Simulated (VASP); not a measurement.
# HgTe (I-4m2) in VASP: notebook, part 2 of 2

VASP 6.6.1. The steps go on from the part before.

## 4. Single point, PBE

This run uses another cell than the first one, of 28.96 Å³/atom.

Input file INCAR:

```
SYSTEM = HgTe
PREC     = Accurate       ! precision mode
ENCUT    = 520            ! plane-wave cutoff, eV
EDIFF    = 1E-6           ! SCF threshold, eV
ISMEAR   = -1             ! smearing method
SIGMA    = 0.05           ! smearing width, eV
LREAL    = .False.        ! projectors in reciprocal space
LASPH    = .True.         ! aspherical terms in the spheres
NELM     = 100            ! most SCF steps
ALGO     = Normal         ! electronic algorithm
ISIF     = 2              ! what is computed and relaxed
LWAVE    = .False.        ! write WAVECAR
LCHARG   = .False.        ! write CHGCAR
GGA      = PE             ! functional
NBANDS   = 16             ! bands
```

Input file KPOINTS:

```
regular mesh
0
Gamma
  7 7 7
  0 0 0
```

Input file POSCAR:

```
HgTe
1.0
   -3.0909147144      3.0909147144      1.5158798414
    3.0909147144     -3.0909147144      1.5158798414
    3.0909147144      3.0909147144     -1.5158798414
Hg Te
1 1
Direct
    0.7500000000      0.2500000000      0.5000000000
    0.0000000000      0.0000000000      0.0000000000
```

Potentials or basis: VASP PAW PBE potentials, release 64 (Hg, Te).

Command:

```sh
$ cat potpaw_PBE.64/Hg/POTCAR potpaw_PBE.64/Te/POTCAR > POTCAR
$ mpirun -np 1 vasp_std > vasp.out
```

OUTCAR:

```text
SYSTEM = HgTe
   PREC = Accurate
   ENCUT = 520
   EDIFF = 1E-6
   ISMEAR = -1
   LREAL = .False.
   LASPH = .True.
   NELM = 100
   ISIF = 2
   GGA = PE

 ion  position               nearest neighbor table
   1  0.750  0.250  0.500-   2 3.18   2 3.18   2 3.18   2 3.18
   2  0.000  0.000  0.000-   1 3.18   1 3.18   1 3.18   1 3.18

  LATTYP: Found a body centered tetragonal cell.
 ALAT       =     6.1818294288
 C/A-ratio  =     0.4904308211

  Lattice vectors:

 A1 = (  -3.0909147144,   3.0909147144,   1.5158798414)
 A2 = (   3.0909147144,  -3.0909147144,   1.5158798414)
 A3 = (   3.0909147144,   3.0909147144,  -1.5158798414)

Analysis of symmetry for initial positions (statically):
=====================================================================
 Subroutine PRICEL returns:
 Original cell was already a primitive cell.

 Routine SETGRP: Setting up the symmetry group for a
 body centered tetragonal supercell.

 Subroutine GETGRP returns: Found  8 space group operations
 (whereof  8 operations were pure point group operations)
 out of a pool of 16 trial point group operations.

The static configuration has the point symmetry D_2d.

Analysis of symmetry for dynamics (positions and initial velocities):
=====================================================================
 Subroutine PRICEL returns:
 Original cell was already a primitive cell.

 Routine SETGRP: Setting up the symmetry group for a
 body centered tetragonal supercell.

 Subroutine GETGRP returns: Found  8 space group operations
 (whereof  8 operations were pure point group operations)
 out of a pool of 16 trial point group operations.

The dynamic configuration has the point symmetry D_2d.

 Subroutine INISYM returns: Found  8 space group operations
 (whereof  8 operations are pure point group operations),
 and found     1 'primitive' translations

----------------------------------------------------------------------------------------

                                     Primitive cell

  volume of cell :      57.9294

  direct lattice vectors                    reciprocal lattice vectors
    -3.090914714  3.090914714  1.515879841     0.000000000  0.161764412  0.329841447
     3.090914714 -3.090914714  1.515879841     0.161764412  0.000000000  0.329841447
     3.090914714  3.090914714 -1.515879841     0.161764412  0.161764412  0.000000000

  length of vectors
     4.626596939  4.626596939  4.626596939     0.367373250  0.367373250  0.228769425

  position of ions in fractional coordinates (direct lattice)
     0.750000000  0.250000000  0.500000000
     0.000000000  0.000000000  0.000000000

  ion indices of the primitive-cell ions
   primitive index   ion index
                 1           1
                 2           2

----------------------------------------------------------------------------------------

 KPOINTS: regular mesh

Automatic generation of k-mesh.
 Grid dimensions read from file:
 generate k-points for:    7    7    7

 Generating k-lattice:

  Cartesian coordinates                     Fractional coordinates (reciprocal lattice)
     0.000000000  0.023109202  0.047120207     0.142857143  0.000000000  0.000000000
     0.023109202  0.000000000  0.047120207     0.000000000  0.142857143  0.000000000
     0.023109202  0.023109202  0.000000000     0.000000000  0.000000000  0.142857143

  Length of vectors
     0.052481893  0.052481893  0.032681346

  Shift w.r.t. Gamma in fractional coordinates (k-lattice)
     0.000000000  0.000000000  0.000000000

 Subroutine IBZKPT returns following result:
 ===========================================

 Found     40 irreducible k-points:

 Following reciprocal coordinates:
            Coordinates               Weight
  0.000000  0.000000  0.000000      1.000000
  0.142857 -0.000000  0.000000      8.000000
  0.285714 -0.000000  0.000000      8.000000
  0.428571  0.000000  0.000000      8.000000
  0.142857  0.142857  0.000000      8.000000
  0.285714  0.142857  0.000000     16.000000
[... 16 lines left out ...]
 -0.142857  0.285714  0.142857      8.000000
 -0.428571  0.428571  0.142857      8.000000
 [... further k-points ...]
   k-points           NKPTS =     40   k-points in BZ     NKDIM =     40   number of bands    NBANDS=     16
   number of dos      NEDOS =    301   number of ions     NIONS =      2
   total plane-waves  NPLWV =  46656
   dimension x,y,z NGX =    36 NGY =   36 NGZ =   36
   dimension x,y,z NGXF=    72 NGYF=   72 NGZF=   72
   ions per type =               1   1
   NGX,Y,Z   is equivalent  to a cutoff of  12.94, 12.94, 12.94 a.u.
   NGXF,Y,Z  is equivalent  to a cutoff of  25.87, 25.87, 25.87 a.u.
 SYSTEM =  HgTe
   PREC   = accura    normal or accurate (medium, high low for compatibility)
   ISTART =      0    job   : 0-new  1-cont  2-samecut
   ICHARG =      2    charge: 1-file 2-atom 10-const
   ISPIN  =      1    spin polarized calculation?
   LNONCOLLINEAR =      F non collinear calculations
   LSORBIT =      F    spin-orbit coupling
   LASPH  =      T    aspherical Exc in radial PAW
   ENCUT  =  520.0 eV  38.22 Ry    6.18 a.u.   8.60  8.60  8.60*2*pi/ulx,y,z
   NELM   =    100;   NELMIN=  2; NELMDL= -5     # of ELM steps
   EDIFF  = 0.1E-05   stopping-criterion for ELM
   LREAL  =      F    real-space projection
   EDIFFG = 0.1E-04   stopping-criterion for IOM
   NSW    =      0    number of steps for IOM
   IBRION =     -1    ionic relax: 0-MD 1-quasi-New 2-CG
   NFREE  =      0    steps in history (QN), initial steepest desc. (CG)
   ISIF   =      2    stress and relaxation
   ISYM   =      2    0-nonsym 1-usesym 2-fastsym
   POTIM  = 0.5000    time-step for ionic-motion
   TEBEG  =    0.0;   TEEND  =   0.0 temperature during run
   PSTRESS=    0.0 pullay stress
   NELECT =      18.0000    total number of electrons
   NUPDOWN=      -1.0000    fix difference up-down
   EMIN   =  10.00;   EMAX   =-10.00  energy-range for DOS
   EFERMI =   0.00;   METHOD = LEGACY
   ISMEAR =    -1;   SIGMA  =   0.05  broadening in eV -4-tet -1-fermi 0-gaus
   EFERMI_NEDOS =   21; number of points for ismear=-14 and -15
   IALGO  =     38    algorithm
   IMIX   =      4    mixing-type and parameters
     AMIX     =   0.40;   BMIX     =  1.00
     AMIX_MAG =   1.60;   BMIX_MAG =  1.00
  volume/ion in A,a.u.               =      28.96       195.46
  Fermi-wavevector in a.u.,A,eV,Ry     =   1.108833  2.095390 16.728501  1.229510
  Thomas-Fermi vector in A             =   2.245365
   LORBIT       =      0    0 simple, 1 ext, 2 COOP (PROOUT), +10 PAW based schemes
   GGA     = PE    functional components
   LHFCALC =     F    Hartree Fock is set to
   AEXX    =    0.0000 exact exchange contribution
   IVDW    =     0    specifies the selected vdW correction
   LEPSILON=     F    determine dielectric tensor
   LRPA    =     F    only Hartree local field effects (RPA)
 non-spin polarized calculation
  energy-cutoff  :      520.00
  volume of cell :       57.93
 maximum number of plane-waves:      1589
   NGX = 17   NGY = 17   NGZ = 17

 number of electron      18.0000002 magnetization

 Free energy of the ion-electron system (eV)
  ---------------------------------------------------
  ext. energy  EPLUGINS =         0.00000000
  ---------------------------------------------------
  free energy    TOTEN  =        -3.31934560 eV

  energy without entropy =       -3.31597567  energy(sigma->0) =       -3.31766064

 E-fermi :   4.3890     XC(G=0):  -9.8120

 val. band max:        4.3127303750   @ k =  -0.2857  -0.2857   0.1429
 cond. band min:       4.4450369043   @ k =  -0.1429  -0.2857   0.1429
 fundamental gap:      0.1323065293
 Fermi energy:         4.3890022184

 k-point     1 :       0.0000    0.0000    0.0000
  band No.  band energies     occupation
      1      -8.1895      2.00000
      2      -3.1267      2.00000
      3      -2.2238      2.00000
      4      -2.1503      2.00000
      5      -1.6538      2.00000
      6      -1.6538      2.00000
[... 8 lines left out ...]
     15      14.2240      0.00000
     16      15.2874      0.00000

 k-point     2 :       0.1429   -0.0000    0.0000
  band No.  band energies     occupation
      1      -7.8453      2.00000
      2      -2.7796      2.00000
      3      -2.1799      2.00000
      4      -2.1664      2.00000
      5      -1.8456      2.00000
      6      -1.8394      2.00000
[... 8 lines left out ...]
     15      14.4411      0.00000
     16      14.4979      0.00000
[... 387 lines left out ...]
      5      -1.8327      2.00000
      6      -1.8035      2.00000
[... 8 lines left out ...]
     15      14.9376      0.00000
     16      15.2145      0.00000

 k-point    24 :      -0.4286    0.4286    0.1429
  band No.  band energies     occupation
      1      -7.7560      2.00000
      2      -3.1722      2.00000
      3      -2.4367      2.00000
      4      -2.3084      2.00000
      5      -1.6445      2.00000
      6      -1.6204      2.00000
[... 8 lines left out ...]
     15      16.0266      0.00000
     16      16.3162      0.00000

 [... further k-points ...]
[... 5 lines left out ...]
  --------------------------------------------------------------------------------------
  -------------------------------------------------------------------------------------
  Total        0.0127018      0.0127018      0.0242650      0.0000000      0.0000000      0.0000000
  in kB        0.3512991      0.3512991      0.6711070      0.0000000      0.0000000      0.0000000
  external PRESSURE =       0.4579017 kB  Pullay stress =       0.0000000 kB

 VOLUME and BASIS-vectors are now :
 -----------------------------------------------------------------------------
  energy-cutoff  :      520.00
  volume of cell :       57.93
      direct lattice vectors                 reciprocal lattice vectors
    -3.090914714  3.090914714  1.515879841     0.000000000  0.161764412  0.329841447
     3.090914714 -3.090914714  1.515879841     0.161764412  0.000000000  0.329841447
     3.090914714  3.090914714 -1.515879841     0.161764412  0.161764412  0.000000000

 POSITION                                       TOTAL-FORCE (eV/Angst)
 -----------------------------------------------------------------------------------
      0.00000      3.09091      0.75794         0.000000     -0.000000      0.000000
      0.00000      0.00000      0.00000        -0.000000      0.000000     -0.000000
 -----------------------------------------------------------------------------------
    total drift:                               -0.000000      0.000000     -0.000000

  FREE ENERGIE OF THE ION-ELECTRON SYSTEM (eV)
  ---------------------------------------------------
  free  energy   TOTEN  =        -3.3193456047 eV

  energy  without entropy=       -3.3159756743  energy(sigma->0) =       -3.31766064
```

It took 19 s on 1 thread of Intel Xeon 6975P-C (Granite Rapids), shared host; peak memory 0.22 GiB.

What came out:

```
Free energy            : -3.3193 eV
Pressure               : 0.0 GPa
Band gap on the k mesh : zero (bands 9 and 10 overlap by 2.48 eV)
```

Levels at points of the mesh, in eV from the Fermi level:
| k point | band 6 | band 7 | band 8 | band 9 | band 10 | band 11 | band 12 | band 13 |
| --- | --- | --- | --- | --- | --- | --- | --- | --- |
| (0.00, 0.00, 0.00) | -6.04 | -3.64 | -2.58 | -2.58 | 3.99 | 4.53 | 6.59 | 6.59 |

Caveat: spin-orbit coupling is left out, which moves the levels of the heavy elements.

## 5. Single point, PBEsol+D3(BJ)

This run uses another cell than the first one, of 25.37 Å³/atom.

Input file INCAR:

```
PREC = Accurate ; ENCUT = 520
EDIFF = 1E-6 ; ISMEAR = -1
SIGMA = 0.05 ; LREAL = False
LASPH = True ; NELM = 100
ALGO = Normal ; ISIF = 2
LWAVE = False ; LCHARG = False
GGA = PS ; IVDW = 12
NBANDS = 16
```

Input file KPOINTS:

```
Automatic mesh
0
Gamma
  10 10 10
```

Input file POSCAR:

```
HgTe
1.0
   -2.8417958517      2.8417958517      1.5709139796
    2.8417958517     -2.8417958517      1.5709139796
    2.8417958517      2.8417958517     -1.5709139796
Hg Te
1 1
Direct
    0.7500000000      0.2500000000      0.5000000000
    0.0000000000      0.0000000000      0.0000000000
```

Command:

```sh
$ cat potpaw_PBE.64/Hg/POTCAR potpaw_PBE.64/Te/POTCAR > POTCAR
$ mpirun -np 1 vasp_std > vasp.out
```

Run time: 27 s. Hardware: 1 thread of Intel Xeon 6975P-C (Granite Rapids), shared host; peak memory 0.24 GiB.

It converged, with:

| Property | Result |
| --- | --- |
| Free energy | -5.0535 eV |
| Pressure | 0.2 GPa |
| Band gap on the k mesh | zero (bands 9 and 10 overlap by 4.28 eV) |
| Dispersion energy per atom | -0.464 eV |

Levels at points of the mesh, in eV from the Fermi level:
| k point | band 7 | band 8 | band 9 | band 10 | band 11 | band 12 |
| --- | --- | --- | --- | --- | --- | --- |
| (0.00, 0.00, 0.00) | -3.05 | -2.70 | -2.70 | 3.04 | 4.62 | 7.86 |
| (0.50, 0.00, 0.00) | -4.97 | -2.35 | -1.67 | -0.63 | 3.40 | 3.63 |
| (0.50, 0.50, 0.00) | -6.65 | -0.57 | 2.06 | 2.30 | 2.51 | 3.42 |
| (0.50, 0.50, 0.50) | -5.21 | -5.21 | -4.85 | 2.49 | 6.07 | 9.60 |

Caveat: the PAW data sets were made with another functional, which shifts forces and pressure a little; spin-orbit coupling is left out, which moves the levels of the heavy elements.

## 6. Summary

```tsv
level	cell	k mesh	cutoff (eV)	grid for exact exchange (PRECFOCK)	share of exact exchange	gap on the mesh (eV)	pressure (GPa)
r2SCAN0	a = 4.487 Å, angles 96.7, 96.7, 140.2°, 2 atoms	5 × 5 × 5	440	Normal	0.25	none	0.7
r2SCAN0	a = 4.519 Å, angles 96.7, 96.7, 140.2°, 2 atoms	5 × 5 × 5	440	Normal	0.25	none	-0.4
PBE	a = 4.627 Å, angles 96.2, 96.2, 141.7°, 2 atoms	7 × 7 × 7	520	-	-	none	0.0
PBEsol+D3(BJ)	a = 4.315 Å, angles 97.6, 97.6, 137.3°, 2 atoms	10 × 10 × 10	520	-	-	none	0.2
```

Alike in all rows: task single point; potentials or basis VASP PAW PBE potentials, release 64 (Hg, Te); no spin polarisation; smearing fermi-dirac 0.05 eV.

Caveats: some runs use coarse meshes; spin-orbit coupling is left out, which moves the levels of the heavy elements; the PAW data sets were made with another functional, which shifts forces and pressure a little (at least some runs).

Absolute energies hang on the potentials; compare differences alone.
